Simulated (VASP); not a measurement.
# MgO (Fm-3m) in VASP: a series of runs

MgO is run at these levels: PBE; tasks: single point, relaxation of cell and atoms.

All numbers are computed with VASP 6.6.1; they aren't measurements. Logs are shortened: lines on timing, memory, paths and dates and some standing lists are left out, and cuts for length are marked.

**1. The cell of the first run**

Symmetry: Fm-3m, No. 225, cubic system. The conventional cell has a = 4.156 Å, b = 4.156 Å, c = 4.156 Å, α = 90.00°, β = 90.00°, γ = 90.00°. Mg (site symmetry m-3m) has 6 O at 2.08 Å within 2.8 Å. Within 2.8 Å of O (site symmetry m-3m) lie 6 Mg at 2.08 Å.

**2. Single point, PBE**

Input file INCAR:

```
SYSTEM = MgO
  PREC = Accurate
  ENCUT = 600
  EDIFF = 1E-6
  ISMEAR = 0
  SIGMA = 0.02
  LREAL = .False.
  LASPH = .True.
  NELM = 120
  ALGO = Normal
  ISIF = 2
  LWAVE = .False.
  LCHARG = .False.
  GGA = PE
  NBANDS = 11
  GGA_COMPAT = .False.
```

Input file KPOINTS:

```
Automatic mesh
0
Gamma
  10 10 10
  0 0 0
```

Input file POSCAR:

```
MgO
1.0
    0.0000000000      2.0780359690      2.0780359690
    2.0780359690      0.0000000000      2.0780359690
    2.0780359690      2.0780359690      0.0000000000
Mg O
1 1
Direct
    0.0000000000      0.0000000000      0.0000000000
    0.5000000000      0.5000000000      0.5000000000
```

Potentials or basis: VASP PAW PBE potentials, release 64 (Mg, O).

Started as:

```sh
$ cat potpaw_PBE.64/Mg/POTCAR potpaw_PBE.64/O/POTCAR > POTCAR
$ mpirun -np 1 vasp_std > vasp.out
```

OUTCAR:

```text
SYSTEM = MgO
   PREC = Accurate
   ENCUT = 600
   EDIFF = 1E-6
   ISMEAR = 0
   LREAL = .False.
   LASPH = .True.
   NELM = 120
   ISIF = 2
   GGA = PE

 ion  position               nearest neighbor table
   1  0.000  0.000  0.000-   2 2.08   2 2.08   2 2.08   2 2.08   2 2.08   2 2.08
   2  0.500  0.500  0.500-   1 2.08   1 2.08   1 2.08   1 2.08   1 2.08   1 2.08

  LATTYP: Found a face centered cubic cell.
 ALAT       =     4.1560719380

  Lattice vectors:

 A1 = (   0.0000000000,   2.0780359690,   2.0780359690)
 A2 = (   2.0780359690,   0.0000000000,   2.0780359690)
 A3 = (   2.0780359690,   2.0780359690,   0.0000000000)

Analysis of symmetry for initial positions (statically):
=====================================================================
 Subroutine PRICEL returns:
 Original cell was already a primitive cell.

 Routine SETGRP: Setting up the symmetry group for a
 face centered cubic supercell.

 Subroutine GETGRP returns: Found 48 space group operations
 (whereof 48 operations were pure point group operations)
 out of a pool of 48 trial point group operations.

The static configuration has the point symmetry O_h .

Analysis of symmetry for dynamics (positions and initial velocities):
=====================================================================
 Subroutine PRICEL returns:
 Original cell was already a primitive cell.

 Routine SETGRP: Setting up the symmetry group for a
 face centered cubic supercell.

 Subroutine GETGRP returns: Found 48 space group operations
 (whereof 48 operations were pure point group operations)
 out of a pool of 48 trial point group operations.

The dynamic configuration has the point symmetry O_h .

 Subroutine INISYM returns: Found 48 space group operations
 (whereof 48 operations are pure point group operations),
 and found     1 'primitive' translations

----------------------------------------------------------------------------------------

                                     Primitive cell

  volume of cell :      17.9469

  direct lattice vectors                    reciprocal lattice vectors
     0.000000000  2.078035969  2.078035969    -0.240611812  0.240611812  0.240611812
     2.078035969  0.000000000  2.078035969     0.240611812 -0.240611812  0.240611812
     2.078035969  2.078035969  0.000000000     0.240611812  0.240611812 -0.240611812

  length of vectors
     2.938786650  2.938786650  2.938786650     0.416751883  0.416751883  0.416751883

  position of ions in fractional coordinates (direct lattice)
     0.000000000  0.000000000  0.000000000
     0.500000000  0.500000000  0.500000000

  ion indices of the primitive-cell ions
   primitive index   ion index
                 1           1
                 2           2

----------------------------------------------------------------------------------------

 KPOINTS: Automatic mesh

Automatic generation of k-mesh.
 Grid dimensions read from file:
 generate k-points for:   10   10   10

 Generating k-lattice:

  Cartesian coordinates                     Fractional coordinates (reciprocal lattice)
    -0.024061181  0.024061181  0.024061181     0.100000000  0.000000000  0.000000000
     0.024061181 -0.024061181  0.024061181     0.000000000  0.100000000  0.000000000
     0.024061181  0.024061181 -0.024061181     0.000000000  0.000000000  0.100000000

  Length of vectors
     0.041675188  0.041675188  0.041675188

  Shift w.r.t. Gamma in fractional coordinates (k-lattice)
     0.000000000  0.000000000  0.000000000

 Subroutine IBZKPT returns following result:
 ===========================================

 Found     47 irreducible k-points:

 Following reciprocal coordinates:
            Coordinates               Weight
  0.000000  0.000000  0.000000      1.000000
  0.100000  0.000000  0.000000      8.000000
  0.200000  0.000000  0.000000      8.000000
  0.300000  0.000000  0.000000      8.000000
  0.400000  0.000000  0.000000      8.000000
  0.500000  0.000000  0.000000      4.000000
[... 16 lines left out ...]
  0.300000  0.300000  0.000000      6.000000
  0.400000  0.300000  0.000000     24.000000
 [... further k-points ...]
   k-points           NKPTS =     47   k-points in BZ     NKDIM =     47   number of bands    NBANDS=     11
   number of dos      NEDOS =    301   number of ions     NIONS =      2
   total plane-waves  NPLWV =  13824
   dimension x,y,z NGX =    24 NGY =   24 NGZ =   24
   dimension x,y,z NGXF=    48 NGYF=   48 NGZF=   48
   ions per type =               1   1
   NGX,Y,Z   is equivalent  to a cutoff of  13.58, 13.58, 13.58 a.u.
   NGXF,Y,Z  is equivalent  to a cutoff of  27.15, 27.15, 27.15 a.u.
 SYSTEM =  MgO
   PREC   = accura    normal or accurate (medium, high low for compatibility)
   ISTART =      0    job   : 0-new  1-cont  2-samecut
   ICHARG =      2    charge: 1-file 2-atom 10-const
   ISPIN  =      1    spin polarized calculation?
   LNONCOLLINEAR =      F non collinear calculations
   LSORBIT =      F    spin-orbit coupling
   LASPH  =      T    aspherical Exc in radial PAW
   ENCUT  =  600.0 eV  44.10 Ry    6.64 a.u.   5.87  5.87  5.87*2*pi/ulx,y,z
   NELM   =    120;   NELMIN=  2; NELMDL= -5     # of ELM steps
   EDIFF  = 0.1E-05   stopping-criterion for ELM
   LREAL  =      F    real-space projection
   EDIFFG = 0.1E-04   stopping-criterion for IOM
   NSW    =      0    number of steps for IOM
   IBRION =     -1    ionic relax: 0-MD 1-quasi-New 2-CG
   NFREE  =      0    steps in history (QN), initial steepest desc. (CG)
   ISIF   =      2    stress and relaxation
   ISYM   =      2    0-nonsym 1-usesym 2-fastsym
   POTIM  = 0.5000    time-step for ionic-motion
   TEBEG  =    0.0;   TEEND  =   0.0 temperature during run
   PSTRESS=    0.0 pullay stress
   NELECT =       8.0000    total number of electrons
   NUPDOWN=      -1.0000    fix difference up-down
   EMIN   =  10.00;   EMAX   =-10.00  energy-range for DOS
   EFERMI =   0.00;   METHOD = LEGACY
   ISMEAR =     0;   SIGMA  =   0.02  broadening in eV -4-tet -1-fermi 0-gaus
   EFERMI_NEDOS =   21; number of points for ismear=-14 and -15
   IALGO  =     38    algorithm
   IMIX   =      4    mixing-type and parameters
     AMIX     =   0.40;   BMIX     =  1.00
     AMIX_MAG =   1.60;   BMIX_MAG =  1.00
  volume/ion in A,a.u.               =       8.97        60.56
  Fermi-wavevector in a.u.,A,eV,Ry     =   1.250571  2.363237 21.278538  1.563928
  Thomas-Fermi vector in A             =   2.384559
   LORBIT       =      0    0 simple, 1 ext, 2 COOP (PROOUT), +10 PAW based schemes
   GGA     = PE    functional components
   LHFCALC =     F    Hartree Fock is set to
   AEXX    =    0.0000 exact exchange contribution
   IVDW    =     0    specifies the selected vdW correction
   LEPSILON=     F    determine dielectric tensor
   LRPA    =     F    only Hartree local field effects (RPA)
 non-spin polarized calculation
 Gauss-broadening in eV      SIGMA  =   0.02
  energy-cutoff  :      600.00
  volume of cell :       17.95
 maximum number of plane-waves:       612
   NGX = 11   NGY = 11   NGZ = 11

 number of electron       8.0000000 magnetization

 Free energy of the ion-electron system (eV)
  ---------------------------------------------------
  ext. energy  EPLUGINS =         0.00000000
  ---------------------------------------------------
  free energy    TOTEN  =       -11.87379041 eV

  energy without entropy =      -11.87379041  energy(sigma->0) =      -11.87379041

 E-fermi :   3.5744     XC(G=0): -11.2700

 val. band max:        3.4927127226   @ k =   0.0000   0.0000   0.0000
 cond. band min:       8.6216002623   @ k =   0.0000   0.0000   0.0000
 fundamental gap:      5.1288875397
 Fermi energy:         3.5743644924

 k-point     1 :       0.0000    0.0000    0.0000
  band No.  band energies     occupation
      1     -13.9806      2.00000
      2       3.4927      2.00000
      3       3.4927      2.00000
      4       3.4927      2.00000
      5       8.6216      0.00000
      6      19.5223      0.00000
      7      19.5223      0.00000
      8      19.5223      0.00000
      9      23.5452      0.00000
     10      25.3680      0.00000
     11      25.3680      0.00000

 k-point     2 :       0.1000    0.0000    0.0000
  band No.  band energies     occupation
      1     -13.8673      2.00000
      2       2.8336      2.00000
      3       3.4204      2.00000
      4       3.4204      2.00000
      5       9.2455      0.00000
      6      18.2611      0.00000
      7      19.7778      0.00000
      8      19.7778      0.00000
      9      24.6968      0.00000
     10      24.6968      0.00000
     11      25.2774      0.00000

 k-point     3 :       0.2000    0.0000    0.0000
  band No.  band energies     occupation
      1     -13.5554      2.00000
      2       1.4726      2.00000
      3       3.2371      2.00000
      4       3.2371      2.00000
      5      10.4358      0.00000
      6      16.7607      0.00000
      7      20.3133      0.00000
      8      20.3133      0.00000
      9      24.0207      0.00000
     10      24.0207      0.00000
     11      26.4119      0.00000

 k-point     4 :       0.3000    0.0000    0.0000
  band No.  band energies     occupation
      1     -13.1322      2.00000
      2       0.0925      2.00000
      3       3.0216      2.00000
      4       3.0216      2.00000
      5      11.3300      0.00000
      6      16.1530      0.00000
      7      20.5042      0.00000
      8      20.5042      0.00000
      9      24.4583      0.00000
     10      24.4584      0.00000
     11      25.8104      0.00000
[... 239 lines left out ...]
 k-point    22 :      -0.2000    0.2000    0.0000
  band No.  band energies     occupation
      1     -13.0071      2.00000
      2       0.2984      2.00000
      3       2.0925      2.00000
      4       3.0149      2.00000
      5      12.3373      0.00000
      6      15.6211      0.00000
      7      19.0668      0.00000
      8      21.7829      0.00000
      9      22.2739      0.00000
     10      25.3384      0.00000
     11      29.0532      0.00000

 k-point    23 :       0.3000    0.3000    0.0000
  band No.  band energies     occupation
      1     -12.9168      2.00000
      2       0.2345      2.00000
      3       2.5144      2.00000
      4       2.5144      2.00000
      5      12.7791      0.00000
      6      14.0093      0.00000
      7      18.3750      0.00000
      8      21.9247      0.00000
      9      21.9247      0.00000
     10      28.0952      0.00000
     11      31.7111      0.00000

 k-point    24 :       0.4000    0.3000    0.0000
  band No.  band energies     occupation
      1     -12.6494      2.00000
      2      -0.2148      2.00000
      3       2.1313      2.00000
      4       2.3601      2.00000
      5      13.4183      0.00000
      6      13.8556      0.00000
      7      17.5317      0.00000
      8      22.2076      0.00000
      9      22.4216      0.00000
     10      28.8812      0.00000
     11      31.2913      0.00000

 [... further k-points ...]

------------------------ aborting loop because EDIFF is reached ----------------------------------------

  FORCE on cell =-STRESS in cart. coord.  units (eV):
  Direction    XX          YY          ZZ          XY          YZ          ZX
  --------------------------------------------------------------------------------------
  -------------------------------------------------------------------------------------
  Total        1.2337802      1.2337802      1.2337802      0.0000000      0.0000000     -0.0000000
  in kB      110.1435796    110.1435796    110.1435796      0.0000000      0.0000000     -0.0000000
  external PRESSURE =     110.1435796 kB  Pullay stress =       0.0000000 kB

 VOLUME and BASIS-vectors are now :
 -----------------------------------------------------------------------------
  energy-cutoff  :      600.00
  volume of cell :       17.95
      direct lattice vectors                 reciprocal lattice vectors
     0.000000000  2.078035969  2.078035969    -0.240611812  0.240611812  0.240611812
     2.078035969  0.000000000  2.078035969     0.240611812 -0.240611812  0.240611812
     2.078035969  2.078035969  0.000000000     0.240611812  0.240611812 -0.240611812

 POSITION                                       TOTAL-FORCE (eV/Angst)
 -----------------------------------------------------------------------------------
      0.00000      0.00000      0.00000        -0.000000     -0.000000      0.000000
      2.07804      2.07804      2.07804         0.000000      0.000000      0.000000
 -----------------------------------------------------------------------------------
    total drift:                               -0.000000     -0.000000      0.000000

  FREE ENERGIE OF THE ION-ELECTRON SYSTEM (eV)
  ---------------------------------------------------
  free  energy   TOTEN  =       -11.8737904132 eV

  energy  without entropy=      -11.8737904132  energy(sigma->0) =      -11.87379041
```

Run time: 15 s. Hardware: 1 thread of Intel Xeon 8259CL, shared host; peak memory 0.15 GiB.

Results:

```yaml
Free_energy: -11.8738 eV
Pressure: 11.0 GPa
Band_gap_on_the_k_mesh: 5.13 eV
```

Caveat: the cell stands under pressure. PBE gaps usually lie below the measured ones, often by a third to a half.

**3. Relaxation of cell and atoms, PBE, target pressure 12 GPa, at which the enthalpy is minimised**

This run uses another cell than the first one, of 9.37 Å³/atom.

Input file INCAR:

```
  PREC = Accurate
  ENCUT = 600
  EDIFF = 1E-7
  ISMEAR = 0
  SIGMA = 0.02
  LREAL = False
  LASPH = True
  NELM = 120
  ALGO = Normal
  ISIF = 3
  LWAVE = False
  LCHARG = False
  GGA = PE
  IBRION = 2
  NSW = 100
  EDIFFG = -0.002
  PSTRESS = 120.0
  GGA_COMPAT = False
  NELMIN = 4
```

Input file KPOINTS:

```
Automatic mesh
0
Gamma
  10 10 10
```

Input file POSCAR:

```
MgO
1.0
    0.0000000000      2.1085000000      2.1085000000
    2.1085000000      0.0000000000      2.1085000000
    2.1085000000      2.1085000000      0.0000000000
Mg O
1 1
Direct
    0.0000000000      0.0000000000      0.0000000000
    0.5000000000      0.5000000000      0.5000000000
```

Potentials or basis: VASP PAW PBE potentials, release 64 (Mg, O).

Started as:

```sh
$ cat potpaw_PBE.64/Mg/POTCAR potpaw_PBE.64/O/POTCAR > POTCAR
$ mpirun -np 1 vasp_std > vasp.out
```

It took 30 s on 1 thread of Intel Xeon 8259CL, shared host; peak memory 0.15 GiB.

It converged, with:

```yaml
Free_energy: -11.8695 eV
Relaxed_volume: 8.93 Å³/atom
Relaxed_cell: a = 2.934 Å, b = 2.934 Å, c = 2.934 Å, α = 60.00°, β = 60.00°, γ = 60.00°
Space_group_after_relaxing_to_0.1_Å: Fm-3m (No. 225)
Energy_change_on_relaxing_the_run_minimises_the_enthalpy: +20.5 meV/atom
Ionic_steps: 3
Pressure_after_relaxing: 12.0 GPa
Band_gap_on_the_k_mesh: 5.18 eV
```

Step by step:
| step | energy change (eV) | largest force (eV/Å) | pressure (GPa) | volume (Å³) |
| --- | --- | --- | --- | --- |
| 1 | 0.0000 | 0.0000 | 3.12 | 18.75 |
| 2 | 0.0857 | 0.0000 | 17.78 | 17.37 |
| 3 | 0.0411 | 0.0000 | 11.99 | 17.86 |

Final structure:
```
CELL_PARAMETERS angstrom
0.00000 2.07448 2.07448
2.07448 0.00000 2.07448
2.07448 2.07448 0.00000
ATOMIC_POSITIONS crystal
Mg 0.00000 0.00000 0.00000
O 0.50000 0.50000 0.50000
```

Levels at points of the mesh, in eV from the valence-band top:
| k point | band 2 | band 3 | band 4 | band 5 | band 6 | band 7 |
| --- | --- | --- | --- | --- | --- | --- |
| (0.00, 0.00, 0.00) | 0.00 | 0.00 | 0.00 | 5.18 | 16.06 | 16.06 |
| (0.50, 0.00, 0.00) | -4.82 | -0.71 | -0.71 | 8.19 | 13.13 | 16.79 |
| (0.50, 0.50, 0.00) | -4.27 | -1.41 | -1.41 | 9.17 | 10.48 | 13.59 |

Caveat: the cell is relaxed towards a set pressure, so the run minimises the enthalpy, not the energy.
